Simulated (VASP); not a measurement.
# Cd8SbS6 (a cell with a defect): single point with PBEsol

System: Cd8SbS6 (a cell with a defect).

```
CELL_PARAMETERS angstrom
0.00000 5.82449 5.82449
5.82449 0.00000 5.82449
5.82449 5.82449 0.00000
ATOMIC_POSITIONS crystal
Cd 0.00158 0.99782 0.00032
Cd 0.49739 0.50232 0.49986
Cd 0.99663 0.99828 0.50276
Cd 0.50113 0.50148 0.00114
Cd 0.99968 0.49664 0.00396
Cd 0.49673 0.00661 0.49966
Cd 0.50087 0.99502 0.99956
Cd 0.99978 0.50271 0.50184
S 0.12017 0.13120 0.12395
S 0.62477 0.62597 0.12284
S 0.13090 0.62252 0.12165
S 0.62247 0.12866 0.62517
S 0.62078 0.12511 0.12697
S 0.12721 0.62406 0.62348
Sb 0.62957 0.62458 0.61909
```

| Item | Value |
| --- | --- |
| Program | VASP 6.6.1 |
| Task | single point |
| Functional | PBEsol |
| Potentials or basis | VASP PAW PBE potentials, release 64 (Cd, S, Sb) |
| Cutoff | 520 eV |
| k mesh | 2 × 2 × 1 |
| Occupations | fermi-dirac, width 0.05 eV |
| Spin | no spin polarisation |

| Property | Result |
| --- | --- |
| Largest force | 1.746 eV/Å |

Forces on the atoms (eV/Å):
```
Cd   0.385  0.234 -0.376
Cd  -0.997 -0.946 -0.961
Cd  -0.362 -0.357 -0.205
Cd   0.518  0.730 -0.835
Cd   0.185 -0.318  0.088
Cd   0.381 -0.350  0.792
Cd   0.169 -0.031 -0.114
Cd  -0.903  0.707  1.317
S   -0.288  0.348 -0.133
S    0.017  0.164  0.188
S    0.086 -0.074  0.074
S    0.102  0.025  0.164
S   -0.127 -0.144  0.321
S    0.225  0.176  0.128
Sb   0.610 -0.165 -0.446
```

Levels at points of the mesh, in eV from the Fermi level:
| k point | band 65 | band 66 | band 67 | band 68 | band 69 | band 70 | band 71 | band 72 |
| --- | --- | --- | --- | --- | --- | --- | --- | --- |
| (0.00, 0.00, 0.00) | -1.15 | -1.11 | -0.65 | -0.04 | 0.07 | 1.18 | 2.05 | 2.24 |
| (0.50, 0.00, 0.00) | -1.64 | -1.55 | -0.34 | -0.20 | 0.14 | 1.15 | 2.35 | 2.47 |
| (0.00, 0.50, 0.00) | -1.59 | -1.55 | -0.37 | -0.18 | 0.10 | 1.21 | 2.37 | 2.46 |
| (0.50, 0.50, 0.00) | -1.61 | -1.57 | -1.51 | -0.58 | 0.37 | 0.73 | 2.15 | 3.12 |

Wall time 11 min on 1 thread of Intel Xeon 8259CL (shared host), peak memory 0.59 GiB.

Caveat: the k points lie up to 0.76 Å⁻¹ apart; the cell carries a net charge on a neutralising background, which shifts energy and pressure; the cell is charged against a uniform background, so pressure and absolute levels hang on convention; the PAW data sets were made with another functional, which shifts forces and pressure a little; spin-orbit coupling is left out, which moves the levels of the heavy elements.
